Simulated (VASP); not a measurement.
Crystal: C.

```
C
1.0
     2.12732   -1.22828    0.00000
     2.12732    1.22828    0.00000
    -1.37907    0.00000    3.50283
C
2
Direct
  0.16664 0.16664 0.99991
  0.83336 0.83336 0.00009
```

- Program: VASP 6.6.1
- Task: relaxation of cell and atoms
- Functional: revPBE
- Potentials or basis: VASP PAW PBE potentials, release 64 (C_h)
- Cutoff: 910 eV
- k mesh: 13 × 13 × 8
- Occupations: fermi-dirac, width 0.05 eV
- Spin: no spin polarisation

At the start: pressure 6.4 GPa; volume 9.15 Å³/atom.

Q: How do energy, volume and symmetry change on relaxing?

A: Over 12 steps the energy falls by 14.1 meV/atom and the volume is 10.38 Å³/atom (+13.4 %); space group R-3m (No. 166, to 0.1 Å) before and after.

The path:
```
step  energy change (eV)  largest force (eV/Å)  pressure (GPa)  volume (Å³)
   1              0.0000                0.0050            6.38        18.31
   2              0.0202                0.0080           -9.84        19.29
   3             -0.0069                0.0023            0.54        18.63
   4             -0.0102                0.0042            0.46        18.80
   5             -0.0183                0.0219            0.24        19.30
   6             -0.0271                0.0589           -0.18        20.30
   7             -0.0280                0.0769           -0.39        20.78
   8             -0.0118                1.1224            3.57        20.67
   9             -0.0282                0.0283           -0.08        20.77
  10             -0.0282                0.0308           -0.07        20.77
  11             -0.0276                0.1741            0.66        20.73
  12             -0.0282                0.0092            0.05        20.76
```

Final structure:
```yaml
crystal:
  lattice:
    - [2.14106, -1.23611, -0.00208]
    - [2.14106, 1.23611, -0.00208]
    - [-1.39137, 0.00000, 3.92411]
  atoms:
    - { symbol: C, position: [0.16669, 0.16669, 0.00004] }
    - { symbol: C, position: [0.83331, 0.83331, 0.99996] }
```

Caveat: the cutoff is under 1.25 times the usual one of these potentials, so pressure, stress and relaxed cells hold a basis-set (Pulay) error; this functional lacks dispersion, which binds the layers, so the pressure and a relaxed spacing across them are unreliable; the PAW data sets were made with another functional, which shifts forces and pressure a little.
